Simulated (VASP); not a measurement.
# B14HN14 (a cell with a defect) in VASP: a series of runs, part 3 of 3

VASP 6.6.1. Earlier steps stand in the parts before.

## Step 4: Single point, PBE

INCAR

```
PREC = Accurate ; ENCUT = 520
EDIFF = 1E-6 ; ISMEAR = 0
SIGMA = 0.02 ; LREAL = Auto
LASPH = True ; NELM = 100
ALGO = Normal ; ISIF = 2
LWAVE = False ; LCHARG = False
GGA = PE ; NBANDS = 76
NELECT = 114.0
```

KPOINTS

```
regular mesh
0
Gamma
  2 2 2
```

POSCAR

```
B14HN14
1.0
    1.2560905718     -6.5268380678      0.0000000000
   -6.2804528590      2.1756126893      0.0000000000
    0.0000000000      0.0000000000     -8.3431635353
B N H
14 14 1
Direct
    0.6278971096      0.4835583847      0.7456462976
    0.3422881781      0.6263102425      0.7455011488
    0.0569417817      0.7697959277      0.7436892461
    0.4846735266      0.0549668718      0.7436682709
    0.1995491622      0.1974565926      0.7450121256
    0.9137207182      0.3406475659      0.7455202063
    0.7710479966      0.9123280196      0.7455643143
    0.6540357350      0.3672171692      0.2948161078
    0.3671954272      0.5116807317      0.2910831113
    0.0829844221      0.6576275697      0.2949136727
    0.5142189509      0.9444272108      0.2903058282
    0.2270128093      0.0850127628      0.2310347858
    0.9443857410      0.2286679094      0.2956485258
    0.7999593890      0.7973682088      0.2902979175
    0.6069735688      0.5596350862      0.2916283481
    0.3224609572      0.7046656137      0.2917473677
    0.0340732933      0.8433154840      0.2853381682
    0.4683094299      0.1325947473      0.2853597427
    0.1790300074      0.2775925468      0.2874101640
    0.8937632837      0.4178580260      0.3051249073
    0.7519839155      0.9891780172      0.2917527614
    0.6756029065      0.2930892855      0.7458872134
    0.3899389068      0.4359747053      0.7459899322
    0.1042068838      0.5788500234      0.7459111851
    0.5327800592      0.8645344740      0.7457389483
    0.2471048968      0.0071831016      0.7408464396
    0.9613560911      0.1502820487      0.7458200925
    0.8184930788      0.7217069439      0.7458646799
    0.2264687939      0.0872297475      0.0793848757
```

Potentials or basis: VASP PAW PBE potentials, release 64 (B, N, H).

Command:

```
$ cat potpaw_PBE.64/B/POTCAR potpaw_PBE.64/N/POTCAR potpaw_PBE.64/H/POTCAR > POTCAR
$ mpirun -np 1 vasp_std > vasp.out
```

OUTCAR:

```text
PREC = Accurate
   ENCUT = 520
   EDIFF = 1E-6
   ISMEAR = 0
   LREAL = Auto
   LASPH = True
   NELM = 100
   ISIF = 2
   GGA = PE
   NELECT = 114.0

 ion  position               nearest neighbor table
   1  0.628  0.484  0.746-  23 1.45  22 1.45  28 1.45
   2  0.342  0.626  0.746-  23 1.45  24 1.45  25 1.45
   3  0.057  0.770  0.744-  26 1.45  28 1.45  24 1.45
   4  0.485  0.055  0.744-  26 1.45  22 1.45  25 1.45
   5  0.200  0.197  0.745-  26 1.45  27 1.45  23 1.45
   6  0.914  0.341  0.746-  27 1.45  22 1.45  24 1.45
   7  0.771  0.912  0.746-  27 1.45  28 1.45  25 1.45
   8  0.654  0.367  0.295-  18 1.43  20 1.46  15 1.46
   9  0.367  0.512  0.291-  19 1.43  16 1.45  15 1.46
  10  0.083  0.658  0.295-  17 1.43  20 1.46  16 1.46
  11  0.514  0.944  0.290-  18 1.43  21 1.45  16 1.46
  12  0.227  0.085  0.231-  29 1.27  19 1.54  17 1.54  18 1.54
  13  0.944  0.229  0.296-  19 1.43  20 1.46  21 1.46
  14  0.800  0.797  0.290-  17 1.43  15 1.45  21 1.46
  15  0.607  0.560  0.292-  14 1.45   9 1.46   8 1.46
  16  0.322  0.705  0.292-   9 1.45  11 1.46  10 1.46
  17  0.034  0.843  0.285-  10 1.43  14 1.43  12 1.54
  18  0.468  0.133  0.285-   8 1.43  11 1.43  12 1.54
[... 8 lines left out ...]
  27  0.961  0.150  0.746-   7 1.45   6 1.45   5 1.45
  28  0.818  0.722  0.746-   7 1.45   1 1.45   3 1.45
  29  0.226  0.087  0.079-  12 1.27

  LATTYP: Found a hexagonal cell.
 ALAT       =     6.6466065543
 C/A-ratio  =     1.2552516035

  Lattice vectors:

 A1 = (   1.2560905718,  -6.5268380678,   0.0000000000)
 A2 = (  -6.2804528590,   2.1756126893,   0.0000000000)
 A3 = (   0.0000000000,   0.0000000000,  -8.3431635353)

Analysis of symmetry for initial positions (statically):
=====================================================================
 Subroutine PRICEL returns:
 Original cell was already a primitive cell.

 Routine SETGRP: Setting up the symmetry group for a
 hexagonal supercell.

 Subroutine GETGRP returns: Found  1 space group operations
 (whereof  1 operations were pure point group operations)
 out of a pool of 24 trial point group operations.

The static configuration has the point symmetry C_1 .

Analysis of symmetry for dynamics (positions and initial velocities):
=====================================================================
 Subroutine PRICEL returns:
 Original cell was already a primitive cell.

 Routine SETGRP: Setting up the symmetry group for a
 hexagonal supercell.

 Subroutine GETGRP returns: Found  1 space group operations
 (whereof  1 operations were pure point group operations)
 out of a pool of 24 trial point group operations.

The dynamic configuration has the point symmetry C_1 .

 Subroutine INISYM returns: Found  1 space group operations
 (whereof  1 operations are pure point group operations),
 and found     1 'primitive' translations

----------------------------------------------------------------------------------------

                                     Primitive cell

  volume of cell :     319.1989

  direct lattice vectors                    reciprocal lattice vectors
     1.256090572 -6.526838068  0.000000000    -0.056865781 -0.164157370  0.000000000
    -6.280452859  2.175612689  0.000000000    -0.170597343 -0.032831474  0.000000000
     0.000000000  0.000000000 -8.343163535     0.000000000  0.000000000 -0.119858612

  length of vectors
[... 98 lines left out ...]
  0.500000  0.000000  0.500000      1.000000
  0.000000  0.500000  0.500000      1.000000
  0.500000  0.500000  0.500000      1.000000
   k-points           NKPTS =      8   k-points in BZ     NKDIM =      8   number of bands    NBANDS=     76
   number of dos      NEDOS =    301   number of ions     NIONS =     29
   total plane-waves  NPLWV = 160000
   dimension x,y,z NGX =    50 NGY =   50 NGZ =   64
   dimension x,y,z NGXF=   100 NGYF=  100 NGZF=  128
   ions per type =              14  14   1
   NGX,Y,Z   is equivalent  to a cutoff of  12.51, 12.51, 12.75 a.u.
   NGXF,Y,Z  is equivalent  to a cutoff of  25.01, 25.01, 25.51 a.u.
 SYSTEM =  unknown system
   PREC   = accura    normal or accurate (medium, high low for compatibility)
   ISTART =      0    job   : 0-new  1-cont  2-samecut
   ICHARG =      2    charge: 1-file 2-atom 10-const
   ISPIN  =      1    spin polarized calculation?
   LNONCOLLINEAR =      F non collinear calculations
   LSORBIT =      F    spin-orbit coupling
   LASPH  =      T    aspherical Exc in radial PAW
   ENCUT  =  520.0 eV  38.22 Ry    6.18 a.u.  12.36 12.36 15.51*2*pi/ulx,y,z
   NELM   =    100;   NELMIN=  2; NELMDL= -5     # of ELM steps
   EDIFF  = 0.1E-05   stopping-criterion for ELM
   LREAL  =      T    real-space projection
   EDIFFG = 0.1E-04   stopping-criterion for IOM
   NSW    =      0    number of steps for IOM
   IBRION =     -1    ionic relax: 0-MD 1-quasi-New 2-CG
   NFREE  =      0    steps in history (QN), initial steepest desc. (CG)
   ISIF   =      2    stress and relaxation
   ISYM   =      2    0-nonsym 1-usesym 2-fastsym
   POTIM  = 0.5000    time-step for ionic-motion
   TEBEG  =    0.0;   TEEND  =   0.0 temperature during run
   PSTRESS=    0.0 pullay stress
   NELECT =     114.0000    total number of electrons
   NUPDOWN=      -1.0000    fix difference up-down
   EMIN   =  10.00;   EMAX   =-10.00  energy-range for DOS
   EFERMI =   0.00;   METHOD = LEGACY
   ISMEAR =     0;   SIGMA  =   0.02  broadening in eV -4-tet -1-fermi 0-gaus
   EFERMI_NEDOS =   21; number of points for ismear=-14 and -15
   IALGO  =     38    algorithm
   IMIX   =      4    mixing-type and parameters
     AMIX     =   0.40;   BMIX     =  1.00
     AMIX_MAG =   1.60;   BMIX_MAG =  1.00
  volume/ion in A,a.u.               =      11.01        74.28
  Fermi-wavevector in a.u.,A,eV,Ry     =   1.161509  2.194934 18.355671  1.349104
  Thomas-Fermi vector in A             =   2.298080
   LORBIT       =      0    0 simple, 1 ext, 2 COOP (PROOUT), +10 PAW based schemes
   GGA     = PE    functional components
   LHFCALC =     F    Hartree Fock is set to
   AEXX    =    0.0000 exact exchange contribution
   IVDW    =     0    specifies the selected vdW correction
   LEPSILON=     F    determine dielectric tensor
   LRPA    =     F    only Hartree local field effects (RPA)
 non-spin polarized calculation
 Gauss-broadening in eV      SIGMA  =   0.02
  energy-cutoff  :      520.00
  volume of cell :      319.20
 maximum number of plane-waves:      8635
 NGX is ok and might be reduce to    50
   NGX = 25   NGY = 25   NGZ = 31

 number of electron     114.0000007 magnetization

 Free energy of the ion-electron system (eV)
  ---------------------------------------------------
  ext. energy  EPLUGINS =         0.00000000
  ---------------------------------------------------
  free energy    TOTEN  =      -245.63159086 eV

  energy without entropy =     -245.63159086  energy(sigma->0) =     -245.63159086

 E-fermi :   2.4575     XC(G=0):  -8.7419

 val. band max:        2.2806027230   @ k =   0.0000   0.0000   0.5000
 cond. band min:       4.5762905775   @ k =   0.0000   0.5000   0.0000
 fundamental gap:      2.2956878545
 Fermi energy:         2.4575020819

 k-point     1 :       0.0000    0.0000    0.0000
  band No.  band energies     occupation
      1     -17.7912      2.00000
      2     -16.0695      2.00000
      3     -15.4183      2.00000
      4     -15.4139      2.00000
      5     -15.4101      2.00000
      6     -15.3978      2.00000
[... 565 lines left out ...]
     68       7.4759      0.00000
     69       7.8794      0.00000
 [bands above 69 left out]

------------------------ aborting loop because EDIFF is reached ----------------------------------------

  FORCE on cell =-STRESS in cart. coord.  units (eV):
  Direction    XX          YY          ZZ          XY          YZ          ZX
  --------------------------------------------------------------------------------------
  -------------------------------------------------------------------------------------
  Total        7.0318927      7.0837173      6.1784623      0.0301220     -0.1103579      0.1858051
  in kB       35.2956745     35.5558014     31.0119911      0.1511935     -0.5539271      0.9326245
  external PRESSURE =      33.9544890 kB  Pullay stress =       0.0000000 kB

 VOLUME and BASIS-vectors are now :
 -----------------------------------------------------------------------------
  energy-cutoff  :      520.00
  volume of cell :      319.20
      direct lattice vectors                 reciprocal lattice vectors
     1.256090572 -6.526838068  0.000000000    -0.056865781 -0.164157370  0.000000000
    -6.280452859  2.175612689  0.000000000    -0.170597343 -0.032831474  0.000000000
     0.000000000  0.000000000 -8.343163535     0.000000000  0.000000000 -0.119858612

 POSITION                                       TOTAL-FORCE (eV/Angst)
 -----------------------------------------------------------------------------------
     -2.24827     -3.04615     -6.22105         0.002067      0.001490     -0.000652
     -3.50357     -0.87145     -6.21984         0.001920      0.000576     -0.000109
     -4.76314      1.30313     -6.20472         0.000135     -0.001908     -0.000298
      0.26358     -3.04380     -6.20455        -0.000639      0.000392     -0.000386
     -0.98947     -0.87284     -6.21576         0.001208     -0.000641      0.000648
     -0.99170     -5.22259     -6.22000         0.000998     -0.001946     -0.000003
[... 21 lines left out ...]
     -3.50454     -3.77202     -6.22287         0.000872     -0.000491      0.000533
     -0.26338     -1.28835     -0.66232        -0.001104      0.000604      0.009155
 -----------------------------------------------------------------------------------
    total drift:                                0.001994     -0.001911     -0.005351

  FREE ENERGIE OF THE ION-ELECTRON SYSTEM (eV)
  ---------------------------------------------------
  free  energy   TOTEN  =      -245.6315908603 eV

  energy  without entropy=     -245.6315908603  energy(sigma->0) =     -245.63159086
```

Run time: 2.4 min. Hardware: 1 thread of Intel Xeon 6975P-C (Granite Rapids), shared host; peak memory 0.44 GiB.

Results:

- Free energy: -245.6316 eV
- Largest force: 0.009 eV/Å

Forces on the atoms (eV/Å):
```
B    0.002  0.001 -0.001
B    0.002  0.001  0.000
B    0.000 -0.002  0.000
B   -0.001  0.000  0.000
B    0.001 -0.001  0.001
B    0.001 -0.002  0.000
B    0.000  0.000 -0.001
B   -0.002  0.003 -0.003
B    0.001 -0.003 -0.003
B   -0.002 -0.003 -0.003
B    0.001  0.001 -0.002
B    0.000  0.001 -0.003
B    0.003  0.001 -0.005
B   -0.005  0.002  0.000
N    0.000  0.000  0.001
N   -0.001  0.001  0.000
N    0.000  0.001  0.003
N    0.000  0.000  0.002
N   -0.003  0.001  0.002
N   -0.001  0.000  0.002
N   -0.001  0.000  0.001
N    0.001  0.000  0.000
N    0.000 -0.001  0.000
N    0.001  0.000  0.000
N    0.001 -0.001  0.001
N    0.001  0.000  0.000
N    0.001  0.000  0.000
N    0.001  0.000  0.001
H   -0.001  0.001  0.009
```

Caveat: the k points lie up to 0.55 Å⁻¹ apart; the cell carries a net charge on a neutralising background, which shifts energy and pressure; the cell is charged against a uniform background, so pressure and absolute levels hang on convention.

## Step 5: Single point, PBE

Changes to INCAR since step 4:

```diff
@@ -6,3 +6,3 @@
 LWAVE = False ; LCHARG = False
-GGA = PE ; NBANDS = 76
-NELECT = 114.0
+GGA = PE ; NELECT = 114.0
+NBANDS = 76
```

KPOINTS

```
Automatic mesh
0
Gamma
  2 2 2
```

POSCAR

```
B14HN14
1.0
    1.2560905718     -6.5268380678      0.0000000000
   -6.2804528590      2.1756126893      0.0000000000
    0.0000000000      0.0000000000     -8.3431635353
B N H
14 14 1
Direct
    0.6385329279      0.4420308938      0.7413636295
    0.3530757510      0.5846358860      0.7411653834
    0.0676196587      0.7280724047      0.7406411218
    0.4955413344      0.0134275028      0.7405250986
    0.2102314253      0.1561566870      0.7433056986
    0.9244758888      0.2989660921      0.7413032208
    0.7819065875      0.8709108428      0.7412098509
    0.6438814676      0.4082257280      0.2807101875
    0.3570833277      0.5526677899      0.2766161769
    0.0728263457      0.6986044772      0.2807951672
    0.5040259711      0.9853936347      0.2761583170
    0.2169116139      0.1257880046      0.2164123947
    0.9342056482      0.2696389806      0.2812248603
    0.7898157244      0.8384104145      0.2761178047
    0.5968546243      0.6006650398      0.2775504747
    0.3122841753      0.7456231761      0.2776371325
    0.0239399834      0.8843363547      0.2708176569
    0.4581305915      0.1736063531      0.2708417485
    0.1688567136      0.3185619526      0.2719866380
    0.8836178753      0.4588476575      0.2912068054
    0.7417952524      1.0301854290      0.2776241878
    0.6863469086      0.2515512681      0.7418030312
    0.4008230142      0.3945963874      0.7412981867
    0.1149601385      0.5372533513      0.7418186128
    0.5435436614      0.8229849319      0.7413359422
    0.2578622875     -0.0344347162      0.7394777741
    0.9719292172      0.1087066716      0.7412100906
    0.8292642281      0.6801667132      0.7417724672
    0.2166288127      0.1270130398      0.0643238021
```

Command:

```
$ cat potpaw_PBE.64/B/POTCAR potpaw_PBE.64/N/POTCAR potpaw_PBE.64/H/POTCAR > POTCAR
$ mpirun -np 1 vasp_std > vasp.out
```

It took 2.6 min on 1 thread of Intel Xeon 6975P-C (Granite Rapids), shared host; peak memory 0.45 GiB.

The run converged. Its results:

```yaml
Free_energy: -245.6493 eV
Largest_force: 0.014 eV/Å
```

Forces in eV/Å, atoms in the order of the input:
```
B    0.002 -0.001 -0.002
B    0.002  0.000 -0.002
B    0.003  0.001 -0.002
B   -0.001  0.001 -0.002
B    0.001 -0.002 -0.005
B    0.000  0.000 -0.002
B    0.001 -0.001  0.000
B   -0.003  0.005 -0.006
B   -0.003  0.001  0.000
B   -0.004 -0.004 -0.002
B    0.002  0.001 -0.002
B    0.000  0.002 -0.006
B    0.001 -0.001  0.000
B   -0.003  0.001 -0.005
N   -0.001  0.000  0.005
N   -0.002  0.001  0.003
N    0.001  0.003  0.001
N   -0.001 -0.002  0.002
N   -0.002  0.000  0.003
N    0.000  0.000  0.006
N   -0.003  0.002  0.003
N    0.001 -0.001  0.000
N    0.003  0.000  0.000
N    0.001 -0.001  0.001
N    0.002 -0.001  0.000
N    0.000  0.000  0.000
N    0.002 -0.001  0.000
N    0.001  0.000 -0.001
H   -0.002  0.001  0.014
```

Levels at points of the mesh, in eV from the Fermi level:
| k point | band 54 | band 55 | band 56 | band 57 | band 58 | band 59 | band 60 | band 61 |
| --- | --- | --- | --- | --- | --- | --- | --- | --- |
| (0.00, 0.00, 0.00) | -2.86 | -1.85 | -1.84 | -0.24 | 2.85 | 3.89 | 3.90 | 3.92 |
| (0.50, 0.00, 0.00) | -2.15 | -1.41 | -1.33 | -0.55 | 2.29 | 2.35 | 2.43 | 3.48 |
| (0.00, 0.50, 0.00) | -2.15 | -1.41 | -1.33 | -0.55 | 2.24 | 2.35 | 2.43 | 3.49 |
| (0.50, 0.50, 0.00) | -2.15 | -1.41 | -1.33 | -0.56 | 2.28 | 2.31 | 2.42 | 3.48 |
| (0.00, 0.00, 0.50) | -2.89 | -1.85 | -1.84 | -0.14 | 3.65 | 3.88 | 3.89 | 3.90 |
| (0.50, 0.00, 0.50) | -2.12 | -1.41 | -1.32 | -0.50 | 2.26 | 2.36 | 2.40 | 3.63 |
| (0.00, 0.50, 0.50) | -2.12 | -1.41 | -1.32 | -0.50 | 2.25 | 2.36 | 2.40 | 3.64 |
| (0.50, 0.50, 0.50) | -2.12 | -1.41 | -1.31 | -0.50 | 2.26 | 2.35 | 2.40 | 3.63 |

Caveat: the k points lie up to 0.55 Å⁻¹ apart; the cell carries a net charge on a neutralising background, which shifts energy and pressure; the cell is charged against a uniform background, so pressure and absolute levels hang on convention.

## Step 6: Single point, PBE

INCAR

```
ALGO = Normal ; EDIFF = 1E-6
ENCUT = 520 ; GGA = PE
ISIF = 2 ; ISMEAR = 0
LASPH = True ; LCHARG = False
LREAL = Auto ; LWAVE = False
NBANDS = 76 ; NELECT = 114.0
NELM = 80 ; PREC = Accurate
SIGMA = 0.02
```

KPOINTS

```
k-points
0
Gamma
  2 2 2
```

POSCAR

```
B14HN14
1.0
    1.2560905718     -6.5268380678      0.0000000000
   -6.2804528590      2.1756126893      0.0000000000
    0.0000000000      0.0000000000     -8.3431635353
B N H
14 14 1
Direct
    0.6384911734      0.4397940411      0.7270517921
    0.3554663231      0.5795903542      0.7222979598
    0.0711914371      0.7255064237      0.7265600122
    0.4941126077      0.0085709087      0.7219466542
    0.2113850665      0.1523975756      0.7865814894
    0.9242741394      0.2928093043      0.7269243824
    0.7844074093      0.8699697098      0.7224431086
    0.6442649863      0.4173446141      0.2555169860
    0.3585480025      0.5602223031      0.2558706887
    0.0730941837      0.7036615057      0.2555674464
    0.5017153777      0.9893415483      0.2553851415
    0.2159587755      0.1320740400      0.2527130136
    0.9306428927      0.2748607150      0.2560287822
    0.7876596269      0.8462305108      0.2553409137
    0.5969015209      0.6080979284      0.2549325554
    0.3112222946      0.7510360313      0.2548979162
    0.0253092026      0.8936232429      0.2555896203
    0.4543106001      0.1795842253      0.2556461936
    0.1683180299      0.3227258823      0.2568416633
    0.8826425836      0.4652901778      0.2554618510
    0.7398434961      1.0367206930      0.2549199702
    0.6865091842      0.2480226743      0.7255492445
    0.4043568966      0.3938591597      0.7323656038
    0.1160167164      0.5325825348      0.7255195196
    0.5446714308      0.8193472293      0.7119414566
    0.2594441223     -0.0403717200      0.7312611067
    0.9701644398      0.1045890194      0.7323290469
    0.8314382944      0.6775347094      0.7256140880
    0.2116374583      0.1512527579     -0.0613508291
```

Potentials or basis: VASP PAW PBE potentials, release 64 (B, N, H).

Command:

```
$ cat potpaw_PBE.64/B/POTCAR potpaw_PBE.64/N/POTCAR potpaw_PBE.64/H/POTCAR > POTCAR
$ mpirun -np 1 vasp_std > vasp.out
```

It took 2.7 min on 1 thread of Intel Xeon 6975P-C (Granite Rapids), shared host; peak memory 0.44 GiB.

It converged, with:

```
Free energy   : -245.6510 eV
Largest force : 0.023 eV/Å
```

Forces in eV/Å, atoms in the order of the input:
```
B    0.004 -0.004  0.009
B    0.004  0.002 -0.002
B   -0.001 -0.004  0.002
B    0.002  0.003  0.004
B   -0.006  0.002  0.005
B   -0.001 -0.002 -0.004
B    0.005 -0.006  0.010
B   -0.002  0.003 -0.002
B   -0.001 -0.001  0.002
B    0.000  0.000  0.002
B    0.000  0.000  0.000
B   -0.001  0.000 -0.002
B   -0.002  0.000  0.003
B    0.000  0.003 -0.002
N   -0.002  0.001 -0.001
N   -0.002  0.001 -0.003
N   -0.003 -0.001  0.003
N   -0.001  0.004  0.003
N    0.001  0.000 -0.003
N   -0.002  0.001 -0.002
N   -0.002  0.001 -0.002
N    0.003 -0.003 -0.001
N   -0.003 -0.004  0.005
N    0.004  0.000  0.002
N   -0.001 -0.002 -0.004
N    0.006 -0.002  0.002
N    0.001  0.005  0.005
N    0.000  0.001 -0.006
H    0.000  0.000 -0.023
```

Levels at points of the mesh, in eV from the Fermi level:
| k point | band 54 | band 55 | band 56 | band 57 | band 58 | band 59 | band 60 | band 61 |
| --- | --- | --- | --- | --- | --- | --- | --- | --- |
| (0.00, 0.00, 0.00) | -2.87 | -1.86 | -1.85 | -0.25 | 2.84 | 3.89 | 3.90 | 3.91 |
| (0.50, 0.00, 0.00) | -2.16 | -1.42 | -1.34 | -0.56 | 2.27 | 2.34 | 2.42 | 3.48 |
| (0.00, 0.50, 0.00) | -2.16 | -1.42 | -1.34 | -0.56 | 2.25 | 2.34 | 2.43 | 3.48 |
| (0.50, 0.50, 0.00) | -2.16 | -1.42 | -1.34 | -0.57 | 2.27 | 2.31 | 2.42 | 3.47 |
| (0.00, 0.00, 0.50) | -2.90 | -1.86 | -1.86 | -0.15 | 3.64 | 3.88 | 3.88 | 3.89 |
| (0.50, 0.00, 0.50) | -2.13 | -1.42 | -1.33 | -0.51 | 2.25 | 2.35 | 2.40 | 3.62 |
| (0.00, 0.50, 0.50) | -2.13 | -1.42 | -1.33 | -0.52 | 2.25 | 2.36 | 2.40 | 3.62 |
| (0.50, 0.50, 0.50) | -2.13 | -1.42 | -1.33 | -0.52 | 2.25 | 2.35 | 2.40 | 3.62 |

Caveat: the k points lie up to 0.55 Å⁻¹ apart; the cell carries a net charge on a neutralising background, which shifts energy and pressure; the cell is charged against a uniform background, so pressure and absolute levels hang on convention.
